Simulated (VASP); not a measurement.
# Si13C3 (P1) in VASP: single point with PBEsol

Aim: the single point of Si13C3 with PBEsol.

Program: VASP 6.6.1. These are calculated values, not measurements. Logs are shortened: lines on timing, memory, paths and dates and some standing lists are left out, and cuts for length are marked.

### Step 1. The cell of the first run

The typed cell holds 64 atoms: a = 10.118 Å, b = 10.118 Å, c = 10.118 Å, α = 90.00°, β = 90.00°, γ = 90.00°.

### Step 2. Single point, PBEsol

INCAR

```
SYSTEM = Si13C3
ALGO = Normal
EDIFF = 1E-6
ENCUT = 520
GGA = PS
ISIF = 2
ISMEAR = -1
LASPH = .True.
LCHARG = .False.
LREAL = Auto
LWAVE = .False.
NBANDS = 166
NELM = 60
PREC = Accurate
SIGMA = 0.05
```

KPOINTS

```
Automatic mesh
0
Gamma
  1 1 1
  0.5 0.5 0.5
```

POSCAR

```
Si13C3
1.0
   10.1180043833      0.0000000000      0.0000000000
    0.0000000000     10.1180043833      0.0000000000
    0.0000000000      0.0000000000     10.1180043833
Si C
52 12
Direct
    0.0175820000      0.0033150000      0.0212210000
    0.9892030000      0.0007850000      0.5288550000
    0.9787000000      0.4911190000      0.0195390000
    0.0174700000      0.5239310000      0.5049530000
    0.4993610000      0.0020800000      0.9577660000
    0.4736470000      0.0258570000      0.5032460000
    0.5150070000      0.4989000000      0.9994490000
    0.5143830000      0.4795810000      0.4835630000
    0.1570710000      0.1053240000      0.6417630000
    0.1110450000      0.6332670000      0.1259090000
    0.6123220000      0.1191110000      0.1226220000
    0.6628380000      0.5874550000      0.1533950000
    0.6043020000      0.6351260000      0.6228800000
    0.2545490000      0.2074900000      0.9857160000
    0.2667130000      0.2270230000      0.4855280000
    0.2514030000      0.7544810000      0.0000710000
    0.2535690000      0.7678850000      0.5331520000
    0.7513400000      0.2480750000      0.0055350000
    0.7012720000      0.2496200000      0.4943100000
    0.7803250000      0.8193490000      0.9647450000
    0.7504800000      0.7532900000      0.5060950000
    0.3771610000      0.3590930000      0.1220240000
    0.3727460000      0.3698160000      0.6215620000
    0.3879890000      0.8830530000      0.1208930000
    0.8515590000      0.3712020000      0.1644940000
    0.8666530000      0.3770110000      0.6112600000
    0.8592010000      0.8743520000      0.6662300000
    0.2544660000      0.0263840000      0.2496960000
    0.2504570000      0.5075290000      0.2475590000
    0.2329700000      0.5176210000      0.7314890000
    0.7680280000      0.9883200000      0.2262750000
    0.7403690000      0.5087260000      0.7497780000
    0.3798880000      0.6320810000      0.3871490000
    0.3848970000      0.6376050000      0.8652310000
    0.8700170000      0.1262950000      0.3779930000
    0.8662460000      0.0980470000      0.8786150000
    0.8483840000      0.6025010000      0.3626360000
    0.8788070000      0.6337140000      0.8775940000
    0.0195810000      0.2311560000      0.2339220000
    0.9941260000      0.2342610000      0.7420610000
    0.9629690000      0.7652020000      0.2303110000
    0.0294670000      0.7408510000      0.7387060000
    0.4990500000      0.2450470000      0.2794180000
    0.4854680000      0.2147170000      0.7405470000
    0.5223900000      0.7457990000      0.2452250000
    0.4995350000      0.8014030000      0.7451460000
    0.1292350000      0.3679630000      0.3778920000
    0.1161940000      0.3686530000      0.8788960000
    0.1116970000      0.8797510000      0.3789940000
    0.1555740000      0.8964490000      0.8558000000
    0.6192150000      0.3537750000      0.8622770000
    0.6263950000      0.8916030000      0.3811330000
    0.1371590000      0.1171090000      0.1225010000
    0.1321730000      0.6367720000      0.6189230000
    0.5688820000      0.1582070000      0.5859020000
    0.3670370000      0.9107360000      0.6442960000
    0.8837970000      0.8906070000      0.1105470000
    0.2817280000      0.0015340000      0.7485400000
    0.7712960000      0.9434110000      0.8197030000
    0.7265700000      0.4588870000      0.2848750000
    0.3719270000      0.1256470000      0.3694690000
    0.3692510000      0.0943290000      0.8454430000
    0.6243590000      0.3734960000      0.3698520000
    0.6290060000      0.8979000000      0.8628740000
```

Potentials or basis: VASP PAW PBE potentials, release 64 (Si, C).

The run is started by

```sh
> cat potpaw_PBE.64/Si/POTCAR potpaw_PBE.64/C/POTCAR > POTCAR
> mpirun -np 1 vasp_std > vasp.out
```

OUTCAR:

```text
SYSTEM = Si13C3
   EDIFF = 1E-6
   ENCUT = 520
   GGA = PS
   ISIF = 2
   ISMEAR = -1
   LASPH = .True.
   LREAL = Auto
   NELM = 60
   PREC = Accurate

 ion  position               nearest neighbor table
   1  0.018  0.003  0.021-  53 1.96  57 1.99  36 2.31  50 2.43  20 3.09
   2  0.989  0.001  0.529-  27 2.30   9 2.30  49 2.31  35 2.32
   3  0.979  0.491  0.020-  10 2.24  38 2.27  25 2.30  48 2.34
   4  0.017  0.524  0.505-  54 2.00  47 2.33  37 2.37  26 2.39
   5  0.499  0.002  0.958-  64 1.94  62 1.97  24 2.33  11 2.34  46 2.96  44 3.08
   6  0.474  0.026  0.503-  55 1.85  61 1.98  56 2.13  52 2.40  15 2.93  44 3.07
   7  0.515  0.499  0.999-  51 2.28  12 2.34  22 2.34  34 2.36
   8  0.514  0.480  0.484-  63 1.93  33 2.28  23 2.29  13 2.30  19 3.00
   9  0.157  0.105  0.642-  58 1.96  15 2.29   2 2.30  40 2.33  50 3.03
  10  0.111  0.633  0.126-   3 2.24  29 2.26  16 2.27  41 2.27
  11  0.612  0.119  0.123-  18 2.25  31 2.31  43 2.34   5 2.34
  12  0.663  0.587  0.153-  60 1.97  45 2.33   7 2.34  37 2.83  25 2.91
  13  0.604  0.635  0.623-  21 2.24  32 2.28   8 2.30  46 2.34
  14  0.255  0.207  0.986-  53 2.04  62 2.16  48 2.41  22 2.41
  15  0.267  0.227  0.486-  61 1.89  23 2.27  47 2.27   9 2.29   6 2.93  28 3.14  43 3.15
  16  0.251  0.754  0.000-  34 2.25  24 2.26  50 2.27  10 2.27
  17  0.254  0.768  0.533-  54 2.01  56 2.16  33 2.39  49 2.40  42 3.09
  18  0.751  0.248  0.006-  51 2.24  11 2.25  25 2.27  36 2.30
  19  0.701  0.250  0.494-  55 1.87  63 1.94  35 2.42  26 2.42  43 2.99   8 3.00
  20  0.780  0.819  0.965-  59 1.93  57 1.95  64 2.01  38 2.30  36 3.08   1 3.09
  21  0.750  0.753  0.506-  13 2.24  52 2.27  27 2.31  37 2.33
  22  0.377  0.359  0.122-  43 2.32   7 2.34  29 2.35  14 2.41
  23  0.373  0.370  0.622-  15 2.27  44 2.28   8 2.29  30 2.34
  24  0.388  0.883  0.121-  16 2.26  45 2.32   5 2.33  28 2.37
  25  0.852  0.371  0.164-  60 1.97  18 2.27   3 2.30  39 2.32  12 2.91  37 3.08
  26  0.867  0.377  0.611-  32 2.32  40 2.35   4 2.39  19 2.42
  27  0.859  0.874  0.666-  59 1.92   2 2.30  42 2.31  21 2.31  36 3.12
  28  0.254  0.026  0.250-  61 1.97  53 1.98  24 2.37  49 2.45  15 3.14
  29  0.250  0.508  0.248-  10 2.26  47 2.29  33 2.30  22 2.35
  30  0.233  0.518  0.731-  54 1.95  23 2.34  34 2.38  48 2.43  42 3.06
  31  0.768  0.988  0.226-  57 1.93  11 2.31  35 2.32  52 2.34  41 3.00
  32  0.740  0.509  0.750-  13 2.28  38 2.29  51 2.29  26 2.32
[... 7 lines left out ...]
  40  0.994  0.234  0.742-  48 2.30   9 2.33  36 2.34  26 2.35
  41  0.963  0.765  0.230-  57 1.93  10 2.27  37 2.42  49 2.42  31 3.00
  42  0.029  0.741  0.739-  54 1.91  27 2.31  38 2.34  50 2.35  30 3.06  17 3.09
  43  0.499  0.245  0.279-  61 1.99  63 2.03  22 2.32  11 2.34  19 2.99  15 3.15
  44  0.485  0.215  0.741-  55 1.87  62 2.00  23 2.28  51 2.31   6 3.07   5 3.08
  45  0.522  0.746  0.245-  52 2.27  24 2.32  12 2.33  33 2.34
  46  0.500  0.801  0.745-  56 2.02  64 2.02  13 2.34  34 2.36   5 2.96
  47  0.129  0.368  0.378-  15 2.27  29 2.29  39 2.30   4 2.33
  48  0.116  0.369  0.879-  40 2.30   3 2.34  14 2.41  30 2.43
  49  0.112  0.880  0.379-   2 2.31  17 2.40  41 2.42  28 2.45
  50  0.156  0.896  0.856-  58 1.98  16 2.27  42 2.35   1 2.43   9 3.03
  51  0.619  0.354  0.862-  18 2.24   7 2.28  32 2.29  44 2.31
  52  0.626  0.892  0.381-  21 2.27  45 2.27  31 2.34   6 2.40
  53  0.137  0.117  0.123-   1 1.96  28 1.98  39 2.00  14 2.04
  54  0.132  0.637  0.619-  42 1.91  30 1.95   4 2.00  17 2.01
  55  0.569  0.158  0.586-   6 1.85  44 1.87  19 1.87
  56  0.367  0.911  0.644-  58 1.64  46 2.02   6 2.13  17 2.16
  57  0.884  0.891  0.111-  41 1.93  31 1.93  20 1.95   1 1.99
  58  0.282  0.002  0.749-  62 1.62  56 1.64   9 1.96  50 1.98
  59  0.771  0.943  0.820-  64 1.57  27 1.92  36 1.93  20 1.93
  60  0.727  0.459  0.285-  63 1.60  25 1.97  12 1.97  37 2.06
  61  0.372  0.126  0.369-  15 1.89  28 1.97   6 1.98  43 1.99
  62  0.369  0.094  0.845-  58 1.62   5 1.97  44 2.00  14 2.16
  63  0.624  0.373  0.370-  60 1.60   8 1.93  19 1.94  43 2.03
  64  0.629  0.898  0.863-  59 1.57   5 1.94  20 2.01  46 2.02

  LATTYP: Found a simple cubic cell.
 ALAT       =    10.1180043833

  Lattice vectors:

 A1 = (  10.1180043833,   0.0000000000,   0.0000000000)
 A2 = (   0.0000000000,  10.1180043833,   0.0000000000)
 A3 = (   0.0000000000,   0.0000000000,  10.1180043833)

Analysis of symmetry for initial positions (statically):
=====================================================================
 Subroutine PRICEL returns:
 Original cell was already a primitive cell.

 Routine SETGRP: Setting up the symmetry group for a
 simple cubic supercell.

 Subroutine GETGRP returns: Found  1 space group operations
 (whereof  1 operations were pure point group operations)
 out of a pool of 48 trial point group operations.

The static configuration has the point symmetry C_1 .

Analysis of symmetry for dynamics (positions and initial velocities):
[... 187 lines left out ...]

 Found      1 irreducible k-points:

 Following reciprocal coordinates:
            Coordinates               Weight
  0.500000  0.500000  0.500000      1.000000
   k-points           NKPTS =      1   k-points in BZ     NKDIM =      1   number of bands    NBANDS=    166
   number of dos      NEDOS =    301   number of ions     NIONS =     64
   total plane-waves  NPLWV = 512000
   dimension x,y,z NGX =    80 NGY =   80 NGZ =   80
   dimension x,y,z NGXF=   160 NGYF=  160 NGZF=  160
   ions per type =              52  12
   NGX,Y,Z   is equivalent  to a cutoff of  13.14, 13.14, 13.14 a.u.
   NGXF,Y,Z  is equivalent  to a cutoff of  26.29, 26.29, 26.29 a.u.
 SYSTEM =  Si13C3
   PREC   = accura    normal or accurate (medium, high low for compatibility)
   ISTART =      0    job   : 0-new  1-cont  2-samecut
   ICHARG =      2    charge: 1-file 2-atom 10-const
   ISPIN  =      1    spin polarized calculation?
   LNONCOLLINEAR =      F non collinear calculations
   LSORBIT =      F    spin-orbit coupling
   LASPH  =      T    aspherical Exc in radial PAW
   ENCUT  =  520.0 eV  38.22 Ry    6.18 a.u.  18.81 18.81 18.81*2*pi/ulx,y,z
   NELM   =     60;   NELMIN=  2; NELMDL= -5     # of ELM steps
   EDIFF  = 0.1E-05   stopping-criterion for ELM
   LREAL  =      T    real-space projection
   EDIFFG = 0.1E-04   stopping-criterion for IOM
   NSW    =      0    number of steps for IOM
   IBRION =     -1    ionic relax: 0-MD 1-quasi-New 2-CG
   NFREE  =      0    steps in history (QN), initial steepest desc. (CG)
   ISIF   =      2    stress and relaxation
   ISYM   =      2    0-nonsym 1-usesym 2-fastsym
   POTIM  = 0.5000    time-step for ionic-motion
   TEBEG  =    0.0;   TEEND  =   0.0 temperature during run
   PSTRESS=    0.0 pullay stress
   NELECT =     256.0000    total number of electrons
   NUPDOWN=      -1.0000    fix difference up-down
   EMIN   =  10.00;   EMAX   =-10.00  energy-range for DOS
   EFERMI =   0.00;   METHOD = LEGACY
   ISMEAR =    -1;   SIGMA  =   0.05  broadening in eV -4-tet -1-fermi 0-gaus
   EFERMI_NEDOS =   21; number of points for ismear=-14 and -15
   IALGO  =     38    algorithm
   IMIX   =      4    mixing-type and parameters
     AMIX     =   0.40;   BMIX     =  1.00
     AMIX_MAG =   1.60;   BMIX_MAG =  1.00
  volume/ion in A,a.u.               =      16.18       109.22
  Fermi-wavevector in a.u.,A,eV,Ry     =   1.027369  1.941447 14.360784  1.055488
  Thomas-Fermi vector in A             =   2.161311
   LORBIT       =      0    0 simple, 1 ext, 2 COOP (PROOUT), +10 PAW based schemes
   GGA     = PS    functional components
   LHFCALC =     F    Hartree Fock is set to
   AEXX    =    0.0000 exact exchange contribution
   IVDW    =     0    specifies the selected vdW correction
   LEPSILON=     F    determine dielectric tensor
   LRPA    =     F    only Hartree local field effects (RPA)
 non-spin polarized calculation
  energy-cutoff  :      520.00
  volume of cell :     1035.82
 maximum number of plane-waves:     27832
 NGX is ok and might be reduce to    80
   NGX = 37   NGY = 37   NGZ = 37

 number of electron     256.0000000 magnetization

 Free energy of the ion-electron system (eV)
  ---------------------------------------------------
  ext. energy  EPLUGINS =         0.00000000
  ---------------------------------------------------
  free energy    TOTEN  =      -393.07624465 eV

  energy without entropy =     -392.96415175  energy(sigma->0) =     -393.02019820

 E-fermi :   6.9553     XC(G=0): -10.1374

 val. band max:        6.8599917319   @ k =   0.5000   0.5000   0.5000
 cond. band min:       7.0272273588   @ k =   0.5000   0.5000   0.5000
 fundamental gap:      0.1672356269
 Fermi energy:         6.9552617239

 k-point     1 :       0.5000    0.5000    0.5000
  band No.  band energies     occupation
      1      -8.3286      2.00000
      2      -8.1080      2.00000
      3      -7.6929      2.00000
      4      -6.7847      2.00000
      5      -6.5460      2.00000
      6      -6.4624      2.00000
[... 132 lines left out ...]
    139       8.2277      0.00000
    140       8.2580      0.00000
 [bands above 140 left out]

------------------------ aborting loop because EDIFF is reached ----------------------------------------

  FORCE on cell =-STRESS in cart. coord.  units (eV):
  Direction    XX          YY          ZZ          XY          YZ          ZX
  --------------------------------------------------------------------------------------
  -------------------------------------------------------------------------------------
  Total       -7.6263291      6.7205639      4.1153034     -8.9635738     -4.8231965      7.8093158
  in kB      -11.7961839     10.3951727      6.3654316    -13.8645950     -7.4603800     12.0792224
  external PRESSURE =       1.6548068 kB  Pullay stress =       0.0000000 kB

 VOLUME and BASIS-vectors are now :
 -----------------------------------------------------------------------------
  energy-cutoff  :      520.00
  volume of cell :     1035.82
      direct lattice vectors                 reciprocal lattice vectors
    10.118004383  0.000000000  0.000000000     0.098833719  0.000000000  0.000000000
     0.000000000 10.118004383  0.000000000     0.000000000  0.098833719  0.000000000
     0.000000000  0.000000000 10.118004383     0.000000000  0.000000000  0.098833719

 POSITION                                       TOTAL-FORCE (eV/Angst)
 -----------------------------------------------------------------------------------
      0.17789      0.03354      0.21471         0.029886      0.018181     -0.001767
     10.00876      0.00794      5.35096        -0.003351      0.020468     -0.041409
      9.90249      4.96914      0.19770         0.000570     -0.050226     -0.027952
      0.17676      5.30114      5.10912        -0.036807     -0.048010      0.012509
      5.05254      0.02105      9.69068        -0.026046     -0.056146     -0.037928
      4.79236      0.26162      5.09185        -0.017333     -0.066204     -0.012634
[... 56 lines left out ...]
      6.31727      3.77903      3.74216        -0.024746     -0.001619      0.011920
      6.36429      9.08496      8.73056        -0.015567     -0.051823      0.011064
 -----------------------------------------------------------------------------------
    total drift:                               -0.000476      0.008555      0.034449

  FREE ENERGIE OF THE ION-ELECTRON SYSTEM (eV)
  ---------------------------------------------------
  free  energy   TOTEN  =      -393.0762446515 eV

  energy  without entropy=     -392.9641517487  energy(sigma->0) =     -393.02019820
```

It took 9.2 min on 1 thread of Intel Xeon Platinum 8375C at 2.90GHz (Ice Lake), shared host; peak memory 0.94 GiB.

Results:

```yaml
Free_energy: -393.0762 eV
Pressure: 0.2 GPa
Largest_force: 0.151 eV/Å
```

Forces on the atoms (eV/Å):
```
Si   0.030  0.018 -0.002
Si  -0.003  0.020 -0.041
Si   0.001 -0.050 -0.028
Si  -0.037 -0.048  0.013
Si  -0.026 -0.056 -0.038
Si  -0.017 -0.066 -0.013
Si  -0.095 -0.033  0.025
Si   0.000 -0.047 -0.054
Si   0.017  0.009  0.030
Si   0.019  0.055 -0.024
Si  -0.016 -0.032  0.031
Si   0.088  0.083 -0.090
Si  -0.035  0.002  0.052
Si  -0.001 -0.006 -0.006
Si  -0.027 -0.054 -0.037
Si  -0.017 -0.018  0.002
Si  -0.015 -0.012  0.009
Si   0.012 -0.001 -0.053
Si   0.022  0.003  0.000
Si  -0.043 -0.030  0.009
Si   0.047  0.043 -0.074
Si  -0.002  0.050 -0.077
Si  -0.021  0.073  0.006
Si   0.009  0.001 -0.008
Si  -0.044  0.064  0.023
Si   0.025  0.011  0.019
Si  -0.011  0.000  0.066
Si   0.018 -0.032  0.014
Si   0.000 -0.112  0.003
Si   0.008  0.036  0.024
Si   0.029  0.012 -0.052
Si   0.025 -0.079 -0.010
Si   0.046  0.127 -0.025
Si   0.001 -0.037  0.012
Si  -0.001 -0.008  0.016
Si  -0.014 -0.011 -0.018
Si   0.036  0.030 -0.038
Si   0.022  0.011  0.020
Si   0.003 -0.086 -0.026
Si  -0.033  0.017 -0.013
Si  -0.017 -0.025  0.076
Si  -0.004 -0.010 -0.020
Si  -0.006 -0.011  0.003
Si   0.005 -0.082  0.046
Si  -0.101 -0.049  0.025
Si  -0.026  0.060  0.077
Si  -0.005  0.111  0.031
Si   0.032  0.020 -0.013
Si   0.017  0.004 -0.050
Si   0.014  0.001  0.026
Si  -0.006  0.030  0.019
Si  -0.032  0.024  0.063
C   -0.012  0.016 -0.002
C    0.007  0.004  0.008
C    0.019  0.022  0.030
C    0.023  0.012 -0.039
C   -0.006 -0.004  0.022
C    0.015 -0.026  0.020
C    0.052  0.044 -0.024
C    0.023 -0.033  0.039
C    0.010  0.028 -0.015
C    0.037  0.071  0.006
C   -0.025 -0.002  0.012
C   -0.016 -0.052  0.011
```

Stress tensor (GPa, compression positive):
```
-1.18 -1.39  1.21
-1.39  1.04 -0.75
 1.21 -0.75  0.64
```

Caveat: the k points lie up to 0.62 Å⁻¹ apart; the PAW data sets were made with another functional, which shifts forces and pressure a little.
